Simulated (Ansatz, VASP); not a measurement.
## Two plane-wave programs on SrO

File INCAR:

```
SYSTEM = SrO
ALGO     = Normal         ! electronic algorithm
EDIFF    = 1E-7           ! SCF threshold, eV
ENCUT    = 520            ! plane-wave cutoff, eV
GGA      = PE             ! functional
ISIF     = 2              ! what is computed and relaxed
ISMEAR   = -1             ! smearing method
LASPH    = .TRUE.         ! aspherical terms in the spheres
LCHARG   = .FALSE.        ! write CHGCAR
LREAL    = .FALSE.        ! projectors in reciprocal space
LWAVE    = .FALSE.        ! write WAVECAR
NBANDS   = 24             ! bands
NELM     = 60             ! most SCF steps
PREC     = Accurate       ! precision mode
SIGMA    = 0.02           ! smearing width, eV
```

File KPOINTS:

```
k-points
0
G
  12 12 6
  0 0 0
```

The input POSCAR:

```
SrO
1.0
    4.2700192582      0.0000000000      0.0000000000
   -2.1350096291      3.6979451522      0.0000000000
    0.0000000000      0.0000000000      5.1444718063
Sr O
2 2
Direct
    0.3333333333      0.6666666667      0.9375000000
    0.6666666667      0.3333333333      0.4375000000
    0.3333333333      0.6666666667      0.4375000000
    0.6666666667      0.3333333333      0.9375000000
```

Input for Ansatz:

```yaml
crystal:
  lattice:
    - [4.2700192582, 0.0, 0.0]
    - [-2.1350096291, 3.6979451522, 0.0]
    - [0.0, 0.0, 5.1444718063]
  atoms:
    - { symbol: Sr, position: [0.3333333333, 0.6666666667, 0.9375] }
    - { symbol: Sr, position: [0.6666666667, 0.3333333333, 0.4375] }
    - { symbol: O, position: [0.3333333333, 0.6666666667, 0.4375] }
    - { symbol: O, position: [0.6666666667, 0.3333333333, 0.9375] }
kpoints:
  mp_grid: { grid: [12, 12, 6] }
  band_path:
    path:
      - [0.0, 0.0, 0.0]
      - [0.5, 0.0, 0.0]
      - [0.3333333333, 0.3333333333, 0.0]
      - [0.0, 0.0, 0.5]
      - [0.5, 0.0, 0.5]
      - [0.3333333333, 0.3333333333, 0.5]
    npoints: 1
hamiltonian:
  xc: pbe
scf:
  occupations: { method: fermi_dirac, width: 0.02 }
  n_extra_bands: 5
output:
  forces: true
  stress: true
  eigenvalues: true
```

Alike in both runs: task single point; functional PBE; k mesh 12 × 12 × 6; occupations fermi-dirac, width 0.02 eV; no spin polarisation.

|  | VASP | Ansatz |
| --- | --- | --- |
| version | VASP 6.6.1 | Ansatz 0.2.0 |
| potentials or method | VASP PAW PBE potentials, release 64 (Sr_sv, O) | plane waves, PAW |
| plane-wave cutoff (eV) | 520 | 420 |
| valence electrons in the cell | 32 | 32 |

Ansatz gave:

* gap on the k mesh at the Fermi level (eV): 2.66
* pressure (GPa): 1.2
* traceless stress, the component that is largest in VASP (GPa): 0.28

**Question.** Which values does VASP return?

**Answer.** gap on the k mesh at the Fermi level (eV): 2.64; pressure (GPa): 1.7; traceless stress, the component that is largest in VASP (GPa): 0.30.
